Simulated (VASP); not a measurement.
# Ca (P6_3/mmc) in VASP: notebook, part 2 of 2

VASP 6.6.1. Earlier steps stand in the parts before.

## Step 3: Single point, PBE

This run uses another cell than the first one, of 42.31 Å³/atom, 1.136 times its volume.

INCAR

```
SYSTEM = Ca
ALGO = Normal ; EDIFF = 1E-6
ENCUT = 520 ; GGA = PE
ISIF = 2 ; ISMEAR = -1
LASPH = .TRUE. ; LCHARG = .FALSE.
LREAL = .FALSE. ; LWAVE = .FALSE.
NBANDS = 28 ; NELM = 80
PREC = Accurate ; SIGMA = 0.08
```

KPOINTS

```
k-points
0
G
  10 10 3
  0 0 0
```

POSCAR

```
Ca
1.0
    3.8997101128      0.0000000000      0.0000000000
   -1.9498550564      3.3772480250      0.0000000000
    0.0000000000      0.0000000000     12.8505031725
Ca
4
Direct
    0.0000000000      0.0000000000      0.0000000000
    0.0000000000      0.0000000000      0.5000000000
    0.3333333333      0.6666666667      0.2500000000
    0.6666666667      0.3333333333      0.7500000000
```

Potentials or basis: VASP PAW PBE potentials, release 64 (Ca_sv).

Command:

```
> cat potpaw_PBE.64/Ca_sv/POTCAR > POTCAR
> mpirun -np 1 vasp_std > vasp.out
```

OUTCAR:

```text
SYSTEM = Ca
   EDIFF = 1E-6
   ENCUT = 520
   GGA = PE
   ISIF = 2
   ISMEAR = -1
   LASPH = .TRUE.
   LREAL = .FALSE.
   NELM = 80
   PREC = Accurate

 ion  position               nearest neighbor table
   1  0.000  0.000  0.000-
   2  0.000  0.000  0.500-
   3  0.333  0.667  0.250-
   4  0.667  0.333  0.750-

  LATTYP: Found a hexagonal cell.
 ALAT       =     3.8997101128
 C/A-ratio  =     3.2952457492

  Lattice vectors:

 A1 = (   3.8997101128,   0.0000000000,   0.0000000000)
 A2 = (  -1.9498550564,   3.3772480250,   0.0000000000)
 A3 = (   0.0000000000,   0.0000000000,  12.8505031725)

Analysis of symmetry for initial positions (statically):
=====================================================================
 Subroutine PRICEL returns:
 Original cell was already a primitive cell.

 Routine SETGRP: Setting up the symmetry group for a
 hexagonal supercell.

 Subroutine GETGRP returns: Found 24 space group operations
 (whereof 12 operations were pure point group operations)
 out of a pool of 24 trial point group operations.

The static configuration has the point symmetry D_3d.
 The point group associated with its full space group is D_6h.

Analysis of symmetry for dynamics (positions and initial velocities):
=====================================================================
 Subroutine PRICEL returns:
 Original cell was already a primitive cell.

 Routine SETGRP: Setting up the symmetry group for a
 hexagonal supercell.

 Subroutine GETGRP returns: Found 24 space group operations
 (whereof 12 operations were pure point group operations)
 out of a pool of 24 trial point group operations.

[... 117 lines left out ...]
   NUPDOWN=      -1.0000    fix difference up-down
   EMIN   =  10.00;   EMAX   =-10.00  energy-range for DOS
   EFERMI =   0.00;   METHOD = LEGACY
   ISMEAR =    -1;   SIGMA  =   0.08  broadening in eV -4-tet -1-fermi 0-gaus
   EFERMI_NEDOS =   21; number of points for ismear=-14 and -15
   IALGO  =     38    algorithm
   IMIX   =      4    mixing-type and parameters
     AMIX     =   0.40;   BMIX     =  1.00
     AMIX_MAG =   1.60;   BMIX_MAG =  1.00
  volume/ion in A,a.u.               =      42.31       285.53
  Fermi-wavevector in a.u.,A,eV,Ry     =   1.012177  1.912737 13.939193  1.024502
  Thomas-Fermi vector in A             =   2.145271
   LORBIT       =      0    0 simple, 1 ext, 2 COOP (PROOUT), +10 PAW based schemes
   GGA     = PE    functional components
   LHFCALC =     F    Hartree Fock is set to
   AEXX    =    0.0000 exact exchange contribution
   IVDW    =     0    specifies the selected vdW correction
   LEPSILON=     F    determine dielectric tensor
   LRPA    =     F    only Hartree local field effects (RPA)
 non-spin polarized calculation
  energy-cutoff  :      520.00
  volume of cell :      169.24
 maximum number of plane-waves:      4590
 NGX is ok and might be reduce to    30
   NGX = 15   NGY = 15   NGZ = 47

 number of electron      39.9999985 magnetization

 Free energy of the ion-electron system (eV)
  ---------------------------------------------------
  ext. energy  EPLUGINS =         0.00000000
  ---------------------------------------------------
  free energy    TOTEN  =        -7.76443436 eV

  energy without entropy =       -7.65591996  energy(sigma->0) =       -7.71017716

 E-fermi :   1.9827     XC(G=0):  -7.7267

 val. band max:        1.9584288666   @ k =   0.5000   0.0000   0.0000
 cond. band min:       1.9891341721   @ k =   0.3000   0.3000   0.0000
 fundamental gap:      0.0307053055
 Fermi energy:         1.9827404451

 k-point     1 :       0.0000    0.0000    0.0000
  band No.  band energies     occupation
      1     -40.0629      2.00000
      2     -40.0580      2.00000
      3     -40.0543      2.00000
      4     -40.0495      2.00000
      5     -21.1100      2.00000
      6     -21.0449      2.00000
[... 733 lines left out ...]
     27       3.6277      0.00000
     28       3.8918      0.00000

 [... further k-points ...]

------------------------ aborting loop because EDIFF is reached ----------------------------------------

  FORCE on cell =-STRESS in cart. coord.  units (eV):
  Direction    XX          YY          ZZ          XY          YZ          ZX
  --------------------------------------------------------------------------------------
  -------------------------------------------------------------------------------------
  Total        0.0174198      0.0174198      0.0092980      0.0000000      0.0000000      0.0000000
  in kB        0.1649065      0.1649065      0.0880203      0.0000000      0.0000000      0.0000000
  external PRESSURE =       0.1392778 kB  Pullay stress =       0.0000000 kB

 VOLUME and BASIS-vectors are now :
 -----------------------------------------------------------------------------
  energy-cutoff  :      520.00
  volume of cell :      169.24
      direct lattice vectors                 reciprocal lattice vectors
     3.899710113  0.000000000  0.000000000     0.256429317  0.148049535  0.000000000
    -1.949855056  3.377248025  0.000000000     0.000000000  0.296099070  0.000000000
     0.000000000  0.000000000 12.850503172     0.000000000  0.000000000  0.077817965

 POSITION                                       TOTAL-FORCE (eV/Angst)
 -----------------------------------------------------------------------------------
      0.00000      0.00000      0.00000         0.000000      0.000000     -0.000000
      0.00000      0.00000      6.42525         0.000000      0.000000     -0.000000
     -0.00000      2.25150      3.21263         0.000000      0.000000     -0.000000
      1.94986      1.12575      9.63788        -0.000000      0.000000      0.000000
 -----------------------------------------------------------------------------------
    total drift:                               -0.000000      0.000000      0.000000

  FREE ENERGIE OF THE ION-ELECTRON SYSTEM (eV)
  ---------------------------------------------------
  free  energy   TOTEN  =        -7.7644343646 eV

  energy  without entropy=       -7.6559199629  energy(sigma->0) =       -7.71017716
```

OSZICAR:

```text
N       E                     dE             d eps       ncg     rms          rms(c)
DAV:   1     0.387493908032E+03    0.38749E+03   -0.19482E+04  1584   0.130E+03
DAV:   2     0.151615753788E+02   -0.37233E+03   -0.36851E+03  1652   0.390E+02
DAV:   3    -0.550772822769E+01   -0.20669E+02   -0.20333E+02  2564   0.689E+01
DAV:   4    -0.770272415683E+01   -0.21950E+01   -0.21777E+01  2496   0.189E+01
DAV:   5    -0.780283033902E+01   -0.10011E+00   -0.99937E-01  2304   0.354E+00    0.452E+00
DAV:   6    -0.777377932663E+01    0.29051E-01   -0.90082E-02  2076   0.205E+00    0.264E+00
DAV:   7    -0.776553431912E+01    0.82450E-02   -0.62987E-02  1912   0.223E+00    0.218E-01
DAV:   8    -0.776424981066E+01    0.12845E-02   -0.66003E-03  2040   0.597E-01    0.134E-01
DAV:   9    -0.776440124123E+01   -0.15143E-03   -0.79470E-04  2680   0.110E-01    0.562E-02
DAV:  10    -0.776445649630E+01   -0.55255E-04   -0.15849E-04  1836   0.124E-01    0.791E-02
DAV:  11    -0.776443637794E+01    0.20118E-04   -0.39505E-05  1932   0.586E-02    0.825E-03
DAV:  12    -0.776443492090E+01    0.14570E-05   -0.26841E-06  1580   0.952E-03    0.140E-03
DAV:  13    -0.776443436460E+01    0.55630E-06   -0.28626E-07  1192   0.462E-03
   1 F= -.77644344E+01 E0= -.77101772E+01  d E =-.108514E+00
```

Run time: 2.2 min. Hardware: 1 thread of Intel Xeon 6975P-C, shared host; peak memory 0.32 GiB.

Results:

* Free energy: -7.7644 eV
* Pressure: 0.0 GPa
* Band gap on the k mesh: zero (band 20 reaches 2.14 eV, above the bottom of band 21 at 1.75 eV)

## Step 4: Relaxation of shape and atoms at fixed volume, PBE

This run uses another cell than the first one, of 18.19 Å³/atom, 0.489 times its volume.

INCAR

```
PREC = Accurate
ENCUT = 600
EDIFF = 1E-6
ISMEAR = -1
SIGMA = 0.08
LREAL = False
LASPH = True
NELM = 60
ALGO = Normal
ISIF = 4
LWAVE = False
LCHARG = False
GGA = PE
IBRION = 2
NSW = 50
EDIFFG = -0.005
```

KPOINTS

```
Automatic mesh
0
Gamma
  10 10 3
```

POSCAR

```
Ca
1.0
    2.9434397002      0.0000000000      0.0000000000
   -1.4717198501      2.5490935549      0.0000000000
    0.0000000000      0.0000000000      9.6993571606
Ca
4
Direct
    0.0000000000      0.0000000000      0.0000000000
    0.0000000000      0.0000000000      0.5000000000
    0.3333333333      0.6666666667      0.2500000000
    0.6666666667      0.3333333333      0.7500000000
```

Command:

```
> cat potpaw_PBE.64/Ca_sv/POTCAR > POTCAR
> mpirun -np 1 vasp_std > vasp.out
```

Run time: 72 s. Hardware: 1 thread of Intel Xeon 6975P-C, shared host; peak memory 0.23 GiB.

The run converged. Its results:

```
Free energy               : 0.8118 eV
Energy gained by relaxing : 0.0 meV/atom
Ionic steps               : 2
Pressure after relaxing   : 47.9 GPa
Band gap on the k mesh    : zero (band 20 reaches 6.95 eV, above the bottom of band 21 at 6.19 eV)
```

Final structure:
```cif
data_structure
_symmetry_space_group_name_H-M 'P 1'
_symmetry_Int_Tables_number 1
_cell_length_a 2.9430
_cell_length_b 2.9430
_cell_length_c 9.7022
_cell_angle_alpha 90.000
_cell_angle_beta 90.000
_cell_angle_gamma 120.000
_cell_volume 72.78
loop_
_atom_site_label
_atom_site_type_symbol
_atom_site_fract_x
_atom_site_fract_y
_atom_site_fract_z
_atom_site_occupancy
Ca1 Ca 0.00000 0.00000 0.00000 1
Ca2 Ca 0.00000 0.00000 0.50000 1
Ca3 Ca 0.33333 0.66667 0.25000 1
Ca4 Ca 0.66667 0.33333 0.75000 1
```

Levels at points of the mesh, in eV from the Fermi level:
```tsv
k point	band 18	band 19	band 20	band 21	band 22	band 23
(0.00, 0.00, 0.00)	-2.57	-2.54	-1.41	1.90	1.93	2.53
(0.50, 0.00, 0.00)	-1.64	-1.02	-0.54	0.15	0.32	0.33
```

## Step 5: The runs side by side

| task | cell | cutoff (eV) | gap on the mesh (eV) | pressure (GPa) |
| --- | --- | --- | --- | --- |
| single point | a = 3.734, b = 3.734, c = 12.332 Å, angles 90.0, 90.0, 120.0°, 4 atoms | 520 | none | 2.7 |
| single point | a = 3.900, b = 3.900, c = 12.851 Å, angles 90.0, 90.0, 120.0°, 4 atoms | 520 | none | 0.0 |
| relaxation of shape and atoms at fixed volume | relaxed from a = 2.943, b = 2.943, c = 9.699 Å, angles 90.0, 90.0, 120.0°, 4 atoms | 600 | none | 47.9 |

Alike in all rows: level PBE; potentials or basis VASP PAW PBE potentials, release 64 (Ca_sv); no spin polarisation; k mesh 10 × 10 × 3; smearing fermi-dirac 0.08 eV.

Total energies depend on the potentials used, so only differences within one code and one set of settings carry meaning.
